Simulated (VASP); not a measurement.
# NaH in VASP: notebook

NaH is run at these levels: PBE; tasks: single point.

Everything below comes from runs of VASP 6.6.1. Logs are shortened: lines on timing, memory, paths and dates and some standing lists are left out, and cuts for length are marked.

## (1) The cell of the first run

It takes space group Fm-3m (No. 225, cubic). The conventional cell has a = 4.795 Å, b = 4.795 Å, c = 4.795 Å, α = 90.00°, β = 90.00°, γ = 90.00°. Na (site symmetry m-3m) has 6 H at 2.40 Å within 3.2 Å. Within 3.2 Å of H (site symmetry m-3m) lie 6 Na at 2.40 Å.

## (2) Single point, PBE

The input, INCAR:

```
PREC = Accurate
ENCUT = 520
EDIFF = 1E-7
ISMEAR = 0
SIGMA = 0.01
LREAL = False
LASPH = True
NELM = 60
ALGO = Normal
ISIF = 2
LWAVE = False
LCHARG = True
GGA = PE
LELF = True
LVHAR = True
NBANDS = 11
```

The input, KPOINTS:

```
Automatic mesh
0
Gamma
  6 6 6
```

The input, POSCAR:

```
NaH
1.0
    0.0000000000      2.3975122885      2.3975122885
    2.3975122885      0.0000000000      2.3975122885
    2.3975122885      2.3975122885      0.0000000000
Na H
1 1
Direct
    0.0000000000      0.0000000000      0.0000000000
    0.5000000000      0.5000000000      0.5000000000
```

Potentials or basis: VASP PAW PBE potentials, release 64 (Na_pv, H).

Run with:

```bash
cat potpaw_PBE.64/Na_pv/POTCAR potpaw_PBE.64/H/POTCAR > POTCAR
mpirun -np 1 vasp_std > vasp.out
```

OUTCAR:

```text
PREC = Accurate
   ENCUT = 520
   EDIFF = 1E-7
   ISMEAR = 0
   LREAL = False
   LASPH = True
   NELM = 60
   ISIF = 2
   GGA = PE

 ion  position               nearest neighbor table
   1  0.000  0.000  0.000-
   2  0.500  0.500  0.500-

  LATTYP: Found a face centered cubic cell.
 ALAT       =     4.7950245770

  Lattice vectors:

 A1 = (   0.0000000000,   2.3975122885,   2.3975122885)
 A2 = (   2.3975122885,   0.0000000000,   2.3975122885)
 A3 = (   2.3975122885,   2.3975122885,   0.0000000000)

Analysis of symmetry for initial positions (statically):
=====================================================================
 Subroutine PRICEL returns:
 Original cell was already a primitive cell.

 Routine SETGRP: Setting up the symmetry group for a
 face centered cubic supercell.

 Subroutine GETGRP returns: Found 48 space group operations
 (whereof 48 operations were pure point group operations)
 out of a pool of 48 trial point group operations.

The static configuration has the point symmetry O_h .

Analysis of symmetry for dynamics (positions and initial velocities):
=====================================================================
 Subroutine PRICEL returns:
 Original cell was already a primitive cell.

 Routine SETGRP: Setting up the symmetry group for a
 face centered cubic supercell.

 Subroutine GETGRP returns: Found 48 space group operations
 (whereof 48 operations were pure point group operations)
 out of a pool of 48 trial point group operations.

The dynamic configuration has the point symmetry O_h .

 Subroutine INISYM returns: Found 48 space group operations
 (whereof 48 operations are pure point group operations),
 and found     1 'primitive' translations

----------------------------------------------------------------------------------------

                                     Primitive cell

  volume of cell :      27.5621

  direct lattice vectors                    reciprocal lattice vectors
     0.000000000  2.397512289  2.397512289    -0.208549505  0.208549505  0.208549505
     2.397512289  0.000000000  2.397512289     0.208549505 -0.208549505  0.208549505
     2.397512289  2.397512289  0.000000000     0.208549505  0.208549505 -0.208549505

  length of vectors
     3.390594394  3.390594394  3.390594394     0.361218338  0.361218338  0.361218338

  position of ions in fractional coordinates (direct lattice)
     0.000000000  0.000000000  0.000000000
     0.500000000  0.500000000  0.500000000

  ion indices of the primitive-cell ions
   primitive index   ion index
                 1           1
                 2           2

----------------------------------------------------------------------------------------

 KPOINTS: Automatic mesh

Automatic generation of k-mesh.
 Grid dimensions read from file:
 generate k-points for:    6    6    6

 Generating k-lattice:

  Cartesian coordinates                     Fractional coordinates (reciprocal lattice)
    -0.034758251  0.034758251  0.034758251     0.166666667  0.000000000  0.000000000
     0.034758251 -0.034758251  0.034758251     0.000000000  0.166666667  0.000000000
     0.034758251  0.034758251 -0.034758251     0.000000000  0.000000000  0.166666667

  Length of vectors
     0.060203056  0.060203056  0.060203056

  Shift w.r.t. Gamma in fractional coordinates (k-lattice)
     0.000000000  0.000000000  0.000000000

 Subroutine IBZKPT returns following result:
 ===========================================

 Found     16 irreducible k-points:

 Following reciprocal coordinates:
            Coordinates               Weight
  0.000000  0.000000  0.000000      1.000000
  0.166667  0.000000  0.000000      8.000000
  0.333333  0.000000  0.000000      8.000000
  0.500000  0.000000  0.000000      4.000000
  0.166667  0.166667  0.000000      6.000000
  0.333333  0.166667  0.000000     24.000000
[... 8 lines left out ...]
 -0.333333  0.333333  0.166667     24.000000
 -0.333333  0.500000  0.166667     12.000000
   k-points           NKPTS =     16   k-points in BZ     NKDIM =     16   number of bands    NBANDS=     11
   number of dos      NEDOS =    301   number of ions     NIONS =      2
   total plane-waves  NPLWV =  21952
   dimension x,y,z NGX =    28 NGY =   28 NGZ =   28
   dimension x,y,z NGXF=    56 NGYF=   56 NGZF=   56
   ions per type =               1   1
   NGX,Y,Z   is equivalent  to a cutoff of  13.73, 13.73, 13.73 a.u.
   NGXF,Y,Z  is equivalent  to a cutoff of  27.46, 27.46, 27.46 a.u.
 SYSTEM =  unknown system
   PREC   = accura    normal or accurate (medium, high low for compatibility)
   ISTART =      0    job   : 0-new  1-cont  2-samecut
   ICHARG =      2    charge: 1-file 2-atom 10-const
   ISPIN  =      1    spin polarized calculation?
   LNONCOLLINEAR =      F non collinear calculations
   LSORBIT =      F    spin-orbit coupling
   LASPH  =      T    aspherical Exc in radial PAW
   ENCUT  =  520.0 eV  38.22 Ry    6.18 a.u.   6.30  6.30  6.30*2*pi/ulx,y,z
   NELM   =     60;   NELMIN=  2; NELMDL= -5     # of ELM steps
   EDIFF  = 0.1E-06   stopping-criterion for ELM
   LREAL  =      F    real-space projection
   EDIFFG = 0.1E-05   stopping-criterion for IOM
   NSW    =      0    number of steps for IOM
   IBRION =     -1    ionic relax: 0-MD 1-quasi-New 2-CG
   NFREE  =      0    steps in history (QN), initial steepest desc. (CG)
   ISIF   =      2    stress and relaxation
   ISYM   =      2    0-nonsym 1-usesym 2-fastsym
   POTIM  = 0.5000    time-step for ionic-motion
   TEBEG  =    0.0;   TEEND  =   0.0 temperature during run
   PSTRESS=    0.0 pullay stress
   NELECT =       8.0000    total number of electrons
   NUPDOWN=      -1.0000    fix difference up-down
   EMIN   =  10.00;   EMAX   =-10.00  energy-range for DOS
   EFERMI =   0.00;   METHOD = LEGACY
   ISMEAR =     0;   SIGMA  =   0.01  broadening in eV -4-tet -1-fermi 0-gaus
   EFERMI_NEDOS =   21; number of points for ismear=-14 and -15
   IALGO  =     38    algorithm
   IMIX   =      4    mixing-type and parameters
     AMIX     =   0.40;   BMIX     =  1.00
     AMIX_MAG =   1.60;   BMIX_MAG =  1.00
  volume/ion in A,a.u.               =      13.78        93.00
  Fermi-wavevector in a.u.,A,eV,Ry     =   1.083929  2.048328 15.985500  1.174901
  Thomas-Fermi vector in A             =   2.220006
   LORBIT       =      0    0 simple, 1 ext, 2 COOP (PROOUT), +10 PAW based schemes
   GGA     = PE    functional components
   LHFCALC =     F    Hartree Fock is set to
   AEXX    =    0.0000 exact exchange contribution
   IVDW    =     0    specifies the selected vdW correction
   LEPSILON=     F    determine dielectric tensor
   LRPA    =     F    only Hartree local field effects (RPA)
 non-spin polarized calculation
 Gauss-broadening in eV      SIGMA  =   0.01
  energy-cutoff  :      520.00
  volume of cell :       27.56
 maximum number of plane-waves:       754
 NGX is ok and might be reduce to    28
   NGX = 13   NGY = 13   NGZ = 13

 number of electron       7.9999992 magnetization

 Free energy of the ion-electron system (eV)
  ---------------------------------------------------
  ext. energy  EPLUGINS =         0.00000000
  ---------------------------------------------------
  free energy    TOTEN  =        -5.08640471 eV

  energy without entropy =       -5.08640471  energy(sigma->0) =       -5.08640471

 E-fermi :  -1.0215     XC(G=0):  -7.8486

 val. band max:       -1.0857675886   @ k =  -0.3333   0.5000   0.1667
 cond. band min:       2.7610145387   @ k =   0.5000   0.0000   0.0000
 fundamental gap:      3.8467821273
 Fermi energy:        -1.0214958449

 k-point     1 :       0.0000    0.0000    0.0000
  band No.  band energies     occupation
      1     -23.1000      2.00000
      2     -23.1000      2.00000
      3     -23.1000      2.00000
      4      -4.7222      2.00000
      5       9.5872      0.00000
      6      14.7385      0.00000
      7      14.7385      0.00000
      8      14.7385      0.00000
      9      15.6542      0.00000
     10      15.6542      0.00000
     11      15.6542      0.00000

 k-point     2 :       0.1667    0.0000    0.0000
  band No.  band energies     occupation
      1     -23.1257      2.00000
      2     -23.1031      2.00000
      3     -23.1031      2.00000
      4      -4.2407      2.00000
      5       7.9809      0.00000
      6      11.4636      0.00000
      7      13.6308      0.00000
      8      13.6308      0.00000
      9      16.8721      0.00000
     10      16.8721      0.00000
     11      17.2250      0.00000

 k-point     3 :       0.3333    0.0000    0.0000
  band No.  band energies     occupation
      1     -23.1764      2.00000
      2     -23.1091      2.00000
      3     -23.1091      2.00000
      4      -2.9553      2.00000
      5       4.6237      0.00000
      6      10.2046      0.00000
      7      12.7740      0.00000
      8      12.7740      0.00000
      9      16.0911      0.00000
     10      16.0911      0.00000
     11      18.3369      0.00000

 k-point     4 :       0.5000    0.0000    0.0000
  band No.  band energies     occupation
      1     -23.2013      2.00000
      2     -23.1122      2.00000
      3     -23.1122      2.00000
      4      -1.9061      2.00000
      5       2.7610      0.00000
      6       9.9048      0.00000
      7      12.4907      0.00000
      8      12.4907      0.00000
      9      15.5867      0.00000
     10      15.5868      0.00000
     11      18.1632      0.00000
[... 127 lines left out ...]
 k-point    14 :       0.5000    0.3333    0.1667
  band No.  band energies     occupation
      1     -23.1736      2.00000
      2     -23.1383      2.00000
      3     -23.1207      2.00000
      4      -2.0405      2.00000
      5       4.8188      0.00000
      6       6.8035      0.00000
      7       9.7795      0.00000
      8      14.6554      0.00000
      9      14.7506      0.00000
     10      17.1171      0.00000
     11      21.0467      0.00000

 k-point    15 :      -0.3333    0.3333    0.1667
  band No.  band energies     occupation
      1     -23.1761      2.00000
      2     -23.1498      2.00000
      3     -23.1263      2.00000
      4      -1.3020      2.00000
      5       4.1228      0.00000
      6       5.9165      0.00000
      7       8.9388      0.00000
      8      14.6632      0.00000
      9      15.8561      0.00000
     10      18.3086      0.00000
     11      20.2266      0.00000

 k-point    16 :      -0.3333    0.5000    0.1667
  band No.  band energies     occupation
      1     -23.1762      2.00000
      2     -23.1483      2.00000
      3     -23.1360      2.00000
      4      -1.0858      2.00000
      5       4.2679      0.00000
      6       6.1632      0.00000
      7       7.8182      0.00000
      8      14.1111      0.00000
      9      14.2860      0.00000
     10      20.0289      0.00000
     11      20.1786      0.00000

------------------------ aborting loop because EDIFF is reached ----------------------------------------

  FORCE on cell =-STRESS in cart. coord.  units (eV):
  Direction    XX          YY          ZZ          XY          YZ          ZX
  --------------------------------------------------------------------------------------
  -------------------------------------------------------------------------------------
  Total        0.0907862      0.0907862      0.0907862     -0.0000000      0.0000000      0.0000000
  in kB        5.2773728      5.2773728      5.2773728     -0.0000000      0.0000000      0.0000000
  external PRESSURE =       5.2773728 kB  Pullay stress =       0.0000000 kB

 VOLUME and BASIS-vectors are now :
 -----------------------------------------------------------------------------
  energy-cutoff  :      520.00
  volume of cell :       27.56
      direct lattice vectors                 reciprocal lattice vectors
     0.000000000  2.397512289  2.397512289    -0.208549505  0.208549505  0.208549505
     2.397512289  0.000000000  2.397512289     0.208549505 -0.208549505  0.208549505
     2.397512289  2.397512289  0.000000000     0.208549505  0.208549505 -0.208549505

 POSITION                                       TOTAL-FORCE (eV/Angst)
 -----------------------------------------------------------------------------------
      0.00000      0.00000      0.00000         0.000000     -0.000000     -0.000000
      2.39751      2.39751      2.39751        -0.000000      0.000000      0.000000
 -----------------------------------------------------------------------------------
    total drift:                               -0.000000     -0.000000     -0.000000

  FREE ENERGIE OF THE ION-ELECTRON SYSTEM (eV)
  ---------------------------------------------------
  free  energy   TOTEN  =        -5.0864047092 eV

  energy  without entropy=       -5.0864047092  energy(sigma->0) =       -5.08640471
```

It took 7.4 s on 1 thread of Intel Xeon 8259CL, shared host; peak memory 0.15 GiB.

Results:

| Item | Value |
| --- | --- |
| Free energy | -5.0864 eV |
| Pressure | 0.5 GPa |
| Band gap on the k mesh | 3.85 eV (least direct gap 4.67 eV) |

Levels at points of the mesh, in eV from the valence-band top:
```csv
k point,band 2,band 3,band 4,band 5,band 6,band 7
"(0.00, 0.00, 0.00)",-22.01,-22.01,-3.64,10.67,15.82,15.82
"(0.50, 0.00, 0.00)",-22.03,-22.03,-0.82,3.85,10.99,13.58
"(0.50, 0.50, 0.00)",-22.05,-22.05,-0.13,4.73,10.17,10.87
```

(Part 1 of 2 ends here.)
